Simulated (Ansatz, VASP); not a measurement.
**WS2: VASP beside Ansatz**

File INCAR:

```
  PREC = Accurate
  ENCUT = 520
  EDIFF = 1E-6
  ISMEAR = 0
  SIGMA = 0.02
  LREAL = False
  LASPH = True
  NELM = 100
  ALGO = Normal
  ISIF = 2
  LWAVE = False
  LCHARG = False
  LDIPOL = True
  IDIPOL = 3
  DIPOL = 0.5 0.5 0.500
  GGA = PE
  IVDW = 12
  NBANDS = 20
```

File KPOINTS:

```
Automatic mesh
0
Gamma
  12 12 1
```

The input POSCAR:

```
WS2
1.0
    3.0960000000      0.0000000000      0.0000000000
   -1.5480000000      2.6812146501      0.0000000000
    0.0000000000      0.0000000000     32.2910878415
S W
2 1
Direct
    0.3333333333      0.6666666667      0.4512000864
    0.3333333333      0.6666666667      0.5488121587
    0.6666666667      0.3333333333      0.5000061202
```

Input for Ansatz:

```yaml
crystal:
  lattice:
    - [3.096, 0.0, 0.0]
    - [-1.548, 2.6812146501, 0.0]
    - [0.0, 0.0, 32.2910878415]
  atoms:
    - { symbol: S, position: [0.3333333333, 0.6666666667, 0.4512000864] }
    - { symbol: W, position: [0.6666666667, 0.3333333333, 0.5000061202] }
    - { symbol: S, position: [0.3333333333, 0.6666666667, 0.5488121587] }
  periodic: [true, true, false]
basis:
  ecutwfc: 420
kpoints:
  mp_grid: { grid: [12, 12, 1] }
hamiltonian:
  xc: pbe
  pseudopotentials: { kind: paw, azcp: { folder: soft_1 } }
  dispersion: d3bj
scf:
  occupations: { method: gaussian, width: 0.02 }
output:
  forces: true
  stress: true
  eigenvalues: true
```

Alike in both runs: task single point; functional PBE; dispersion D3(BJ); k mesh 12 × 12 × 1; occupations gaussian, width 0.02 eV; no spin polarisation.

```csv
,VASP,Ansatz
version,VASP 6.6.1,Ansatz 0.2.0
potentials or method,"VASP PAW PBE potentials, release 64 (S, W_sv), cutoff 520 eV","scalar-relativistic, plane waves, PAW"
valence electrons in the cell,26,26
```

Ansatz gave:

- gap on the k mesh at the Fermi level (eV): 1.97
- least direct gap on the mesh (eV): 2.17
- rms of the force components (eV/Å): 0.230

Q: Estimate VASP's values.

A: gap on the k mesh at the Fermi level (eV): 1.97; least direct gap on the mesh (eV): 2.17; rms of the force components (eV/Å): 0.231.

Spin-orbit coupling is off throughout.
